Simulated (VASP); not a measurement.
# LiSi2N2 (Cmmm) in VASP: notebook, part 2 of 2

VASP 6.6.1. The steps go on from the part before.

**3. Single point, PBE, collinear spin, ferromagnetic start**

INCAR

```
SYSTEM = LiSi2N2
  PREC = Accurate
  ENCUT = 750
  EDIFF = 1E-6
  ISMEAR = 0
  SIGMA = 0.1
  LREAL = .False.
  LASPH = .True.
  NELM = 200
  ALGO = Normal
  ISIF = 2
  LWAVE = .False.
  LCHARG = .True.
  ISPIN = 2
  MAGMOM = 0 0 0 1 1
  LORBIT = 11
  GGA = PE
  LELF = .True.
  LVHAR = .True.
  NBANDS = 22
  GGA_COMPAT = .False.
```

KPOINTS

```
Automatic mesh
0
Gamma
  4 4 4
  0 0 0
```

POSCAR

```
LiSi2N2
1.0
    2.6212180367     -3.6333233114      0.0000000000
    2.6212180367      3.6333233114      0.0000000000
    0.0000000000      0.0000000000      2.6439460571
Li Si N
1 2 2
Direct
    0.5000000000      0.5000000000      0.0000000000
    0.1658081321      0.8341918679      0.0000000000
    0.8341918679      0.1658081321      0.0000000000
    0.0000000000      0.5000000000      0.5000000000
    0.5000000000      0.0000000000      0.5000000000
```

Potentials or basis: VASP PAW PBE potentials, release 64 (Li_sv, Si, N).

Run with:

```bash
> cat potpaw_PBE.64/Li_sv/POTCAR potpaw_PBE.64/Si/POTCAR potpaw_PBE.64/N/POTCAR > POTCAR
> mpirun -np 1 vasp_std > vasp.out
```

OUTCAR:

```text
SYSTEM = LiSi2N2
   PREC = Accurate
   ENCUT = 750
   EDIFF = 1E-6
   ISMEAR = 0
   LREAL = .False.
   LASPH = .True.
   NELM = 200
   ISIF = 2
   ISPIN = 2
   LORBIT = 11
   GGA = PE

 ion  position               nearest neighbor table
   1  0.500  0.500  0.000-   2 2.43   3 2.43
   2  0.166  0.834  0.000-   4 1.96   5 1.96   4 1.96   5 1.96   3 2.41   1 2.43   3 2.89   3 2.89

   3  0.834  0.166  0.000-   4 1.96   5 1.96   4 1.96   5 1.96   2 2.41   1 2.43   2 2.89   2 2.89

   4  0.000  0.500  0.500-   2 1.96   3 1.96   2 1.96   3 1.96
   5  0.500  0.000  0.500-   2 1.96   3 1.96   2 1.96   3 1.96

  LATTYP: Found a base centered orthorhombic cell.
 ALAT       =     5.2424360734
 B/A-ratio  =     1.3861202161
 C/A-ratio  =     0.5043353930

  Lattice vectors:

 A1 = (   2.6212180367,  -3.6333233114,   0.0000000000)
 A2 = (   2.6212180367,   3.6333233114,   0.0000000000)
 A3 = (   0.0000000000,   0.0000000000,   2.6439460571)

Analysis of symmetry for initial positions (statically):
=====================================================================
 Subroutine PRICEL returns:
 Original cell was already a primitive cell.

 Routine SETGRP: Setting up the symmetry group for a
 base centered orthorhombic supercell.

 Subroutine GETGRP returns: Found  8 space group operations
 (whereof  8 operations were pure point group operations)
 out of a pool of  8 trial point group operations.

The static configuration has the point symmetry D_2h.

Analysis of symmetry for dynamics (positions and initial velocities):
=====================================================================
 Subroutine PRICEL returns:
 Original cell was already a primitive cell.

 Routine SETGRP: Setting up the symmetry group for a
 base centered orthorhombic supercell.

 Subroutine GETGRP returns: Found  8 space group operations
 (whereof  8 operations were pure point group operations)
 out of a pool of  8 trial point group operations.

The dynamic configuration has the point symmetry D_2h.

Analysis of structural, dynamic, and magnetic symmetry:
=====================================================================
 Subroutine PRICEL returns:
 Original cell was already a primitive cell.

 Routine SETGRP: Setting up the symmetry group for a
 base centered orthorhombic supercell.

 Subroutine GETGRP returns: Found  8 space group operations
 (whereof  8 operations were pure point group operations)
 out of a pool of  8 trial point group operations.

The overall configuration has the point symmetry D_2h.

 Subroutine INISYM returns: Found  8 space group operations
 (whereof  8 operations are pure point group operations),
 and found     1 'primitive' translations

----------------------------------------------------------------------------------------

                                     Primitive cell

  volume of cell :      50.3605

  direct lattice vectors                    reciprocal lattice vectors
     2.621218037 -3.633323311  0.000000000     0.190751015 -0.137615058  0.000000000
     2.621218037  3.633323311  0.000000000     0.190751015  0.137615058  0.000000000
     0.000000000  0.000000000  2.643946057     0.000000000  0.000000000  0.378222543

  length of vectors
     4.480158734  4.480158734  2.643946057     0.235210233  0.235210233  0.378222543

[... 85 lines left out ...]
   NSW    =      0    number of steps for IOM
   IBRION =     -1    ionic relax: 0-MD 1-quasi-New 2-CG
   NFREE  =      0    steps in history (QN), initial steepest desc. (CG)
   ISIF   =      2    stress and relaxation
   ISYM   =      2    0-nonsym 1-usesym 2-fastsym
   POTIM  = 0.5000    time-step for ionic-motion
   TEBEG  =    0.0;   TEEND  =   0.0 temperature during run
   PSTRESS=    0.0 pullay stress
   NELECT =      21.0000    total number of electrons
   NUPDOWN=      -1.0000    fix difference up-down
   EMIN   =  10.00;   EMAX   =-10.00  energy-range for DOS
   EFERMI =   0.00;   METHOD = LEGACY
   ISMEAR =     0;   SIGMA  =   0.10  broadening in eV -4-tet -1-fermi 0-gaus
   EFERMI_NEDOS =   21; number of points for ismear=-14 and -15
   IALGO  =     38    algorithm
   IMIX   =      4    mixing-type and parameters
     AMIX     =   0.40;   BMIX     =  1.00
     AMIX_MAG =   1.60;   BMIX_MAG =  1.00
  volume/ion in A,a.u.               =      10.07        67.97
  Fermi-wavevector in a.u.,A,eV,Ry     =   1.223070  2.311267 20.352960  1.495900
  Thomas-Fermi vector in A             =   2.358194
   LORBIT       =     11    0 simple, 1 ext, 2 COOP (PROOUT), +10 PAW based schemes
   GGA     = PE    functional components
   LHFCALC =     F    Hartree Fock is set to
   AEXX    =    0.0000 exact exchange contribution
   IVDW    =     0    specifies the selected vdW correction
   LEPSILON=     F    determine dielectric tensor
   LRPA    =     F    only Hartree local field effects (RPA)
 spin polarized calculation
 Gauss-broadening in eV      SIGMA  =   0.10
  energy-cutoff  :      750.00
  volume of cell :       50.36
 maximum number of plane-waves:      2368
   NGX = 21   NGY = 21   NGZ = 11

 number of electron      21.0000001 magnetization      -0.0016760

 number of electron      21.0000001 magnetization       0.0002790

 Free energy of the ion-electron system (eV)
  ---------------------------------------------------
  ext. energy  EPLUGINS =         0.00000000
  ---------------------------------------------------
  free energy    TOTEN  =       -29.44536132 eV

  energy without entropy =      -29.44176442  energy(sigma->0) =      -29.44356287

 E-fermi :  10.0074     XC(G=0): -11.0245

 val. band max:        9.9333991293   @ k =  -0.2500   0.2500   0.5000
 cond. band min:      10.0999993134   @ k =   0.2500   0.0000   0.5000
 fundamental gap:      0.1666001841
 Fermi energy:        10.0074004238

 spin component 1

 k-point     1 :       0.0000    0.0000    0.0000
  band No.  band energies     occupation
      1     -38.8204      1.00000
      2     -10.1428      1.00000
      3      -7.2506      1.00000
      4      -2.3853      1.00000
      5       1.8327      1.00000
      6       2.3898      1.00000
[... 514 lines left out ...]
     21      19.5299      0.00000
     22      20.8330      0.00000
 Fermi energy:        10.0074004238

 spin component 2

 k-point     1 :       0.0000    0.0000    0.0000
  band No.  band energies     occupation
      1     -38.8203      1.00000
      2     -10.1428      1.00000
      3      -7.2506      1.00000
      4      -2.3852      1.00000
      5       1.8329      1.00000
      6       2.3898      1.00000
[... 514 lines left out ...]
     21      19.5300      0.00000
     22      20.8332      0.00000

------------------------ aborting loop because EDIFF is reached ----------------------------------------

  FORCE on cell =-STRESS in cart. coord.  units (eV):
  Direction    XX          YY          ZZ          XY          YZ          ZX
  --------------------------------------------------------------------------------------
  -------------------------------------------------------------------------------------
  Total        0.0911703     -0.0073573      0.0503229      0.0000000      0.0000000      0.0000000
  in kB        2.9005104     -0.2340659      1.6009822      0.0000000      0.0000000      0.0000000
  external PRESSURE =       1.4224755 kB  Pullay stress =       0.0000000 kB

 VOLUME and BASIS-vectors are now :
 -----------------------------------------------------------------------------
  energy-cutoff  :      750.00
  volume of cell :       50.36
      direct lattice vectors                 reciprocal lattice vectors
     2.621218037 -3.633323311  0.000000000     0.190751015 -0.137615058  0.000000000
     2.621218037  3.633323311  0.000000000     0.190751015  0.137615058  0.000000000
     0.000000000  0.000000000  2.643946057     0.000000000  0.000000000  0.378222543

 POSITION                                       TOTAL-FORCE (eV/Angst)
 -----------------------------------------------------------------------------------
      2.62122      0.00000      0.00000        -0.000000      0.000000     -0.000000
      2.62122      2.42845      0.00000         0.000000      0.018084      0.000000
      2.62122     -2.42845      0.00000         0.000000     -0.018084     -0.000000
      1.31061      1.81666      1.32197         0.000000      0.000000     -0.000000
      1.31061     -1.81666      1.32197         0.000000      0.000000     -0.000000
 -----------------------------------------------------------------------------------
    total drift:                                0.000000      0.000000     -0.000000

  FREE ENERGIE OF THE ION-ELECTRON SYSTEM (eV)
  ---------------------------------------------------
  free  energy   TOTEN  =       -29.4453613166 eV

  energy  without entropy=      -29.4417644178  energy(sigma->0) =      -29.44356287

 total charge

# of ion       s       p       d       tot
------------------------------------------
    1        2.017   0.055   0.000   2.072
    2        0.743   0.794   0.000   1.537
    3        0.743   0.794   0.000   1.537
    4        1.241   2.478   0.000   3.719
    5        1.241   2.478   0.000   3.719
--------------------------------------------------
tot          5.986   6.598   0.000  12.584

 magnetization (x)

# of ion       s       p       d       tot
------------------------------------------
    1        0.000   0.000   0.000   0.000
    2        0.000   0.000   0.000   0.000
    3        0.000   0.000   0.000   0.000
    4        0.000  -0.000   0.000  -0.000
    5        0.000  -0.000   0.000  -0.000
--------------------------------------------------
tot          0.000   0.000   0.000   0.000
```

Wall time 35 s (1 thread of AMD EPYC 9R45 (Zen 5), shared host); peak memory 0.21 GiB.

Results:

```
Free energy                                           : -29.4454 eV
Pressure                                              : 0.1 GPa
Largest force                                         : 0.018 eV/Å
Net moment                                            : 0.00 μB per cell
Valence electrons inside the program's atomic spheres : Li 2.07; Si 1.54; N 3.72
```

Forces on the atoms (eV/Å):
```
Li   0.000  0.000  0.000
Si   0.000  0.018  0.000
Si   0.000 -0.018  0.000
N    0.000  0.000  0.000
N    0.000  0.000  0.000
```

Caveat: the k points lie up to 0.59 Å⁻¹ apart.
